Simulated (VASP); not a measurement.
# GdMnH3 (Pm-3m) in VASP: single point with PBE+U

Aim: the single point of GdMnH3 with PBE+U.

All numbers are computed with VASP 6.6.1; they aren't measurements. Logs are shortened: lines on timing, memory, paths and dates and some standing lists are left out, and cuts for length are marked.

### 1 The cell of the first run

The structure is cubic, space group Pm-3m (No. 221). Conventional cell: a = 3.756 Å, b = 3.756 Å, c = 3.756 Å, α = 90.00°, β = 90.00°, γ = 90.00°. Mn (site symmetry m-3m) has 6 H at 1.88 Å within 2.5 Å. H (site symmetry 4/mmm) has 2 Mn at 1.88 Å within 2.5 Å. Gd (site symmetry m-3m) has 12 H at 2.66 Å and 8 Mn at 3.25 Å within 3.5 Å.

### 2 Single point, PBE+U, collinear spin, ferrimagnetic start

POSCAR reads:

```
GdMnH3
1.0
    3.7559512500      0.0000000000      0.0000000000
    0.0000000000      3.7559512500      0.0000000000
    0.0000000000      0.0000000000      3.7559512500
Mn H Gd
1 3 1
Direct
    0.0000000000      0.0000000000      0.0000000000
    0.5000000000      0.0000000000      0.0000000000
    0.0000000000      0.5000000000      0.0000000000
    0.0000000000      0.0000000000      0.5000000000
    0.5000000000      0.5000000000      0.5000000000
```

INCAR.step1 reads:

```
SYSTEM = GdMnH3
PREC = Accurate
ENCUT = 520
EDIFF = 1E-6
ISMEAR = -1
SIGMA = 0.1
LREAL = .FALSE.
LASPH = .TRUE.
NELM = 150
ALGO = Normal
ISIF = 2
LWAVE = .FALSE.
LCHARG = .TRUE.
ISPIN = 2
MAGMOM = 2.65 0 0 0 -7.91
LMAXMIX = 6
LDAU = .TRUE.
LDAUTYPE = 2
LDAUL = 2 -1 3
LDAUU = 1.31 0 3.92
LDAUJ = 0 0 0
LDAUPRINT = 1
GGA = PE
NBANDS = 29
```

KPOINTS.step1 reads:

```
Automatic mesh
0
Gamma
  5 5 5
  0.5 0.5 0.5
```

INCAR.step2 reads:

```
SYSTEM = GdMnH3
PREC = Accurate
ENCUT = 520
EDIFF = 1E-6
ISMEAR = -5
SIGMA = 0.1
LREAL = .FALSE.
LASPH = .TRUE.
NELM = 150
ALGO = Normal
ISIF = 2
LWAVE = .FALSE.
LCHARG = .FALSE.
ISPIN = 2
MAGMOM = 2.65 0 0 0 -7.91
LORBIT = 11
LMAXMIX = 6
LDAU = .TRUE.
LDAUTYPE = 2
LDAUL = 2 -1 3
LDAUU = 1.31 0 3.92
LDAUJ = 0 0 0
LDAUPRINT = 1
GGA = PE
NBANDS = 29
NEDOS = 2001
ICHARG = 11
```

KPOINTS.step2 reads:

```
regular mesh
0
G
  8 8 8
  0 0 0
```

Potentials or basis: VASP PAW PBE potentials, release 64 (Mn_pv, H, Gd).

The run is started by

```bash
$ cat potpaw_PBE.64/Mn_pv/POTCAR potpaw_PBE.64/H/POTCAR potpaw_PBE.64/Gd/POTCAR > POTCAR
$ cp INCAR.step1 INCAR
$ cp KPOINTS.step1 KPOINTS
$ mpirun -np 1 vasp_std > vasp.out
$ cp INCAR.step2 INCAR
$ cp KPOINTS.step2 KPOINTS
$ mpirun -np 1 vasp_std > vasp.out
```

OUTCAR:

```text
SYSTEM = GdMnH3
   PREC = Accurate
   ENCUT = 520
   EDIFF = 1E-6
   ISMEAR = -5
   LREAL = .FALSE.
   LASPH = .TRUE.
   NELM = 150
   ISIF = 2
   ISPIN = 2
   LORBIT = 11
   GGA = PE
   ICHARG = 11

 ion  position               nearest neighbor table
   1  0.000  0.000  0.000-   2 1.88   3 1.88   4 1.88   4 1.88   3 1.88   2 1.88   5 3.25   5 3.25
                             5 3.25   5 3.25   5 3.25   5 3.25   5 3.25   5 3.25
   2  0.500  0.000  0.000-   1 1.88   1 1.88
   3  0.000  0.500  0.000-   1 1.88   1 1.88
   4  0.000  0.000  0.500-   1 1.88   1 1.88
   5  0.500  0.500  0.500-   1 3.25   1 3.25   1 3.25   1 3.25   1 3.25   1 3.25   1 3.25   1 3.25

  LATTYP: Found a simple cubic cell.
 ALAT       =     3.7559512500

  Lattice vectors:

 A1 = (   3.7559512500,   0.0000000000,   0.0000000000)
 A2 = (   0.0000000000,   3.7559512500,   0.0000000000)
 A3 = (   0.0000000000,   0.0000000000,   3.7559512500)

Analysis of symmetry for initial positions (statically):
=====================================================================
 Subroutine PRICEL returns:
 Original cell was already a primitive cell.

 Routine SETGRP: Setting up the symmetry group for a
 simple cubic supercell.

 Subroutine GETGRP returns: Found 48 space group operations
 (whereof 48 operations were pure point group operations)
 out of a pool of 48 trial point group operations.

The static configuration has the point symmetry O_h .

Analysis of symmetry for dynamics (positions and initial velocities):
=====================================================================
 Subroutine PRICEL returns:
 Original cell was already a primitive cell.

 Routine SETGRP: Setting up the symmetry group for a
 simple cubic supercell.

 Subroutine GETGRP returns: Found 48 space group operations
 (whereof 48 operations were pure point group operations)
 out of a pool of 48 trial point group operations.

The dynamic configuration has the point symmetry O_h .

Analysis of structural, dynamic, and magnetic symmetry:
=====================================================================
 Subroutine PRICEL returns:
 Original cell was already a primitive cell.

 Routine SETGRP: Setting up the symmetry group for a
 simple cubic supercell.

 Subroutine GETGRP returns: Found 48 space group operations
 (whereof 48 operations were pure point group operations)
 out of a pool of 48 trial point group operations.

The overall configuration has the point symmetry O_h .

 Subroutine INISYM returns: Found 48 space group operations
 (whereof 48 operations are pure point group operations),
 and found     1 'primitive' translations

----------------------------------------------------------------------------------------

                                     Primitive cell

  volume of cell :      52.9858

  direct lattice vectors                    reciprocal lattice vectors
     3.755951250  0.000000000  0.000000000     0.266244137  0.000000000  0.000000000
     0.000000000  3.755951250  0.000000000     0.000000000  0.266244137  0.000000000
     0.000000000  0.000000000  3.755951250     0.000000000  0.000000000  0.266244137

  length of vectors
     3.755951250  3.755951250  3.755951250     0.266244137  0.266244137  0.266244137

  position of ions in fractional coordinates (direct lattice)
[... 155 lines left out ...]
  o =  0.3251  v =  0.0000  0.0000  0.0000  0.0000  0.0000  1.0000  0.0000  0.0000  0.0000  0.0000      0.0000  0.0000  0.0000  0.0000  0.0000  0.0000  0.0000  0.0000  0.0000  0.0000
  o =  0.7934  v =  0.0000  0.0000  0.0000  0.0000 -1.0000  0.0000  0.0000  0.0000  0.0000  0.0000      0.0000  0.0000  0.0000  0.0000  0.0000  0.0000  0.0000  0.0000  0.0000  0.0000
  o =  0.7934  v =  0.0000 -0.0000  1.0000 -0.0000  0.0000  0.0000  0.0000  0.0000  0.0000  0.0000      0.0000  0.0000  0.0000  0.0000  0.0000  0.0000  0.0000  0.0000  0.0000  0.0000
  o =  0.8194  v =  0.0000  0.6430 -0.0000 -0.7658 -0.0000  0.0000  0.0000  0.0000  0.0000  0.0000      0.0000  0.0000  0.0000  0.0000  0.0000  0.0000  0.0000  0.0000  0.0000  0.0000
  o =  0.8194  v =  0.0000  0.7658  0.0000  0.6430  0.0000  0.0000  0.0000  0.0000  0.0000  0.0000      0.0000  0.0000  0.0000  0.0000  0.0000  0.0000  0.0000  0.0000  0.0000  0.0000
  o =  0.8194  v =  1.0000  0.0000  0.0000  0.0000  0.0000  0.0000  0.0000  0.0000  0.0000  0.0000      0.0000  0.0000  0.0000  0.0000  0.0000  0.0000  0.0000  0.0000  0.0000  0.0000

atom =   5  type =  3  l = 3

 onsite density matrix

spin component  1

  0.0030 -0.0000 -0.0007  0.0000 -0.0000 -0.0000 -0.0000
 -0.0000  0.0034  0.0000  0.0000  0.0000 -0.0000  0.0000
 -0.0007  0.0000  0.0034  0.0000 -0.0000  0.0000 -0.0000
  0.0000  0.0000  0.0000  0.0025  0.0000 -0.0000 -0.0000
 -0.0000  0.0000 -0.0000  0.0000  0.0034 -0.0000  0.0007
 -0.0000 -0.0000  0.0000 -0.0000 -0.0000  0.0039 -0.0000
 -0.0000  0.0000 -0.0000 -0.0000  0.0007 -0.0000  0.0030

spin component  2

  0.9898  0.0000 -0.0011 -0.0000 -0.0000  0.0000 -0.0000
  0.0000  0.9879 -0.0000 -0.0000 -0.0000  0.0000 -0.0000
 -0.0011 -0.0000  0.9904  0.0000  0.0000  0.0000  0.0000
 -0.0000 -0.0000  0.0000  0.9889  0.0000  0.0000  0.0000
 -0.0000 -0.0000  0.0000  0.0000  0.9904 -0.0000  0.0011
  0.0000  0.0000  0.0000  0.0000 -0.0000  0.9912  0.0000
 -0.0000 -0.0000  0.0000  0.0000  0.0011  0.0000  0.9898

 occupancies and eigenvectors

  o =  0.0025  v =  0.7906  0.0000  0.6124 -0.0000 -0.0003  0.0000  0.0003  0.0000  0.0000  0.0000  0.0000  0.0000  0.0000  0.0000      0.0000  0.0000  0.0000  0.0000  0.0000  0.0000  0.0000  0.0000  0.0000  0.0000  0.0000  0.0000  0.0000  0.0000
  o =  0.0025  v = -0.0003  0.0000 -0.0003  0.0000 -0.6124 -0.0000  0.7906  0.0000  0.0000  0.0000  0.0000  0.0000  0.0000  0.0000      0.0000  0.0000  0.0000  0.0000  0.0000  0.0000  0.0000  0.0000  0.0000  0.0000  0.0000  0.0000  0.0000  0.0000
  o =  0.0025  v = -0.0000  0.0000 -0.0000 -1.0000 -0.0000 -0.0000  0.0000  0.0000  0.0000  0.0000  0.0000  0.0000  0.0000  0.0000      0.0000  0.0000  0.0000  0.0000  0.0000  0.0000  0.0000  0.0000  0.0000  0.0000  0.0000  0.0000  0.0000  0.0000
  o =  0.0034  v =  0.0000 -1.0000  0.0000 -0.0000  0.0000 -0.0000  0.0000  0.0000  0.0000  0.0000  0.0000  0.0000  0.0000  0.0000      0.0000  0.0000  0.0000  0.0000  0.0000  0.0000  0.0000  0.0000  0.0000  0.0000  0.0000  0.0000  0.0000  0.0000
  o =  0.0039  v =  0.6124  0.0000 -0.7906 -0.0000  0.0004  0.0000  0.0003  0.0000  0.0000  0.0000  0.0000  0.0000  0.0000  0.0000      0.0000  0.0000  0.0000  0.0000  0.0000  0.0000  0.0000  0.0000  0.0000  0.0000  0.0000  0.0000  0.0000  0.0000
  o =  0.0039  v =  0.0003 -0.0000 -0.0004 -0.0000 -0.7906  0.0000 -0.6124  0.0000  0.0000  0.0000  0.0000  0.0000  0.0000  0.0000      0.0000  0.0000  0.0000  0.0000  0.0000  0.0000  0.0000  0.0000  0.0000  0.0000  0.0000  0.0000  0.0000  0.0000
  o =  0.0039  v =  0.0000  0.0000 -0.0000  0.0000 -0.0000 -1.0000 -0.0000  0.0000  0.0000  0.0000  0.0000  0.0000  0.0000  0.0000      0.0000  0.0000  0.0000  0.0000  0.0000  0.0000  0.0000  0.0000  0.0000  0.0000  0.0000  0.0000  0.0000  0.0000
  o =  0.9879  v =  0.0000  0.0000  0.0000  0.0000  0.0000  0.0000  0.0000 -0.0000 -1.0000 -0.0000  0.0000 -0.0000 -0.0000 -0.0000      0.0000  0.0000  0.0000  0.0000  0.0000  0.0000  0.0000  0.0000  0.0000  0.0000  0.0000  0.0000  0.0000  0.0000
  o =  0.9889  v =  0.0000  0.0000  0.0000  0.0000  0.0000  0.0000  0.0000 -0.0003 -0.0000 -0.0002 -0.0000  0.6124 -0.0000 -0.7906      0.0000  0.0000  0.0000  0.0000  0.0000  0.0000  0.0000  0.0000  0.0000  0.0000  0.0000  0.0000  0.0000  0.0000
  o =  0.9889  v =  0.0000  0.0000  0.0000  0.0000  0.0000  0.0000  0.0000  0.7906 -0.0000  0.6124 -0.0000  0.0002 -0.0000 -0.0003      0.0000  0.0000  0.0000  0.0000  0.0000  0.0000  0.0000  0.0000  0.0000  0.0000  0.0000  0.0000  0.0000  0.0000
  o =  0.9889  v =  0.0000  0.0000  0.0000  0.0000  0.0000  0.0000  0.0000 -0.0000 -0.0000 -0.0000 -1.0000 -0.0000  0.0000  0.0000      0.0000  0.0000  0.0000  0.0000  0.0000  0.0000  0.0000  0.0000  0.0000  0.0000  0.0000  0.0000  0.0000  0.0000
  o =  0.9912  v =  0.0000  0.0000  0.0000  0.0000  0.0000  0.0000  0.0000 -0.0000  0.0000  0.0000 -0.0000 -0.7906  0.0000 -0.6124      0.0000  0.0000  0.0000  0.0000  0.0000  0.0000  0.0000  0.0000  0.0000  0.0000  0.0000  0.0000  0.0000  0.0000
  o =  0.9912  v =  0.0000  0.0000  0.0000  0.0000  0.0000  0.0000  0.0000  0.6124  0.0000 -0.7906 -0.0000 -0.0000 -0.0000 -0.0000      0.0000  0.0000  0.0000  0.0000  0.0000  0.0000  0.0000  0.0000  0.0000  0.0000  0.0000  0.0000  0.0000  0.0000
  o =  0.9912  v =  0.0000  0.0000  0.0000  0.0000  0.0000  0.0000  0.0000 -0.0000  0.0000  0.0000 -0.0000 -0.0000 -1.0000 -0.0000      0.0000  0.0000  0.0000  0.0000  0.0000  0.0000  0.0000  0.0000  0.0000  0.0000  0.0000  0.0000  0.0000  0.0000

 number of electron      34.0000007 magnetization      -4.8102505

 Free energy of the ion-electron system (eV)
  ---------------------------------------------------
  ext. energy  EPLUGINS =         0.00000000
  ---------------------------------------------------
  free energy    TOTEN  =       -30.97381108 eV

  energy without entropy =      -30.97381108  energy(sigma->0) =      -30.97381108

 E-fermi :   4.7965     XC(G=0): -10.9539

 val. band max:        4.7738200093   @ k =   0.2500   0.1250   0.0000
 cond. band min:       4.7987256182   @ k =   0.5000   0.1250   0.1250
 fundamental gap:      0.0249056089
 Fermi energy:         4.7965334435

 spin component 1

 k-point     1 :       0.0000    0.0000    0.0000
  band No.  band energies     occupation
      1     -44.3832      1.00000
      2     -44.3832      1.00000
      3     -44.3832      1.00000
      4     -37.6790      1.00000
      5     -15.7582      1.00000
      6     -15.7582      1.00000
[... 1529 lines left out ...]
     28      10.2697      0.00000
     29      10.8893      0.00000

 [... further k-points ...]

------------------------ aborting loop because EDIFF is reached ----------------------------------------

  FORCE on cell =-STRESS in cart. coord.  units (eV):
  Direction    XX          YY          ZZ          XY          YZ          ZX
  --------------------------------------------------------------------------------------
  -------------------------------------------------------------------------------------
  Total       -2.0928688     -2.0928688     -2.0928688      0.0000000     -0.0000000     -0.0000000
  in kB      -63.2838283    -63.2838283    -63.2838283      0.0000000     -0.0000000     -0.0000000
  external PRESSURE =     -63.2838283 kB  Pullay stress =       0.0000000 kB

 VOLUME and BASIS-vectors are now :
 -----------------------------------------------------------------------------
  energy-cutoff  :      520.00
  volume of cell :       52.99
      direct lattice vectors                 reciprocal lattice vectors
     3.755951250  0.000000000  0.000000000     0.266244137  0.000000000  0.000000000
     0.000000000  3.755951250  0.000000000     0.000000000  0.266244137  0.000000000
     0.000000000  0.000000000  3.755951250     0.000000000  0.000000000  0.266244137

 POSITION                                       TOTAL-FORCE (eV/Angst)
 -----------------------------------------------------------------------------------
      0.00000      0.00000      0.00000         0.000000      0.000000      0.000000
      1.87798      0.00000      0.00000         0.000000      0.000000      0.000000
      0.00000      1.87798      0.00000         0.000000      0.000000      0.000000
      0.00000      0.00000      1.87798         0.000000      0.000000      0.000000
      1.87798      1.87798      1.87798         0.000000      0.000000      0.000000
 -----------------------------------------------------------------------------------
    total drift:                               -0.000000     -0.000000      0.000000

  FREE ENERGIE OF THE ION-ELECTRON SYSTEM (eV)
  ---------------------------------------------------
  free  energy   TOTEN  =       -30.9738110782 eV

  energy  without entropy=      -30.9738110782  energy(sigma->0) =      -30.97381108

 total charge

# of ion       s       p       d       f       tot
--------------------------------------------------
    1        0.261   6.233   5.179   0.000  11.673
    2        0.509   0.015   0.000   0.000   0.524
    3        0.509   0.015   0.000   0.000   0.524
    4        0.509   0.015   0.000   0.000   0.524
    5        2.026   5.609   0.568   6.946  15.149
--------------------------------------------------
tot          3.814  11.888   5.747   6.946  28.395

 magnetization (x)

# of ion       s       p       d       f       tot
--------------------------------------------------
    1        0.043   0.041   2.955   0.000   3.039
    2       -0.007   0.001   0.000   0.000  -0.005
    3       -0.007   0.001   0.000   0.000  -0.005
    4       -0.007   0.001   0.000   0.000  -0.005
    5       -0.007   0.074  -0.268  -6.899  -7.100
--------------------------------------------------
tot          0.017   0.120   2.686  -6.899  -4.076
```

Run time: 3.6 min. Hardware: 1 thread of Intel Xeon 8259CL, shared host; peak memory 0.24 GiB.

What came out:

| Property | Result |
| --- | --- |
| Net moment | -4.81 μB per cell |
| Site moments | Mn +3.04; H -0.01; Gd -7.10 μB |
| Valence electrons inside the program's atomic spheres | Mn 11.67; H 0.52; Gd 15.15 |

Eigenvalues of the final occupation matrices:
```csv
site,spin,trace,eigenvalues
site 1 d,1,4.04,0.79 0.79 0.82 0.82 0.82
site 1 d,2,1.17,0.10 0.10 0.33 0.33 0.33
site 5 f,1,0.02,0.00 0.00 0.00 0.00 0.00 0.00 0.00
site 5 f,2,6.93,0.99 0.99 0.99 0.99 0.99 0.99 0.99
```

Caveat: spin-orbit coupling is left out, which moves the levels of the heavy elements; tetrahedron occupations give inexact forces and stress in metals. The state reached can hang on the start; a lower one may exist.
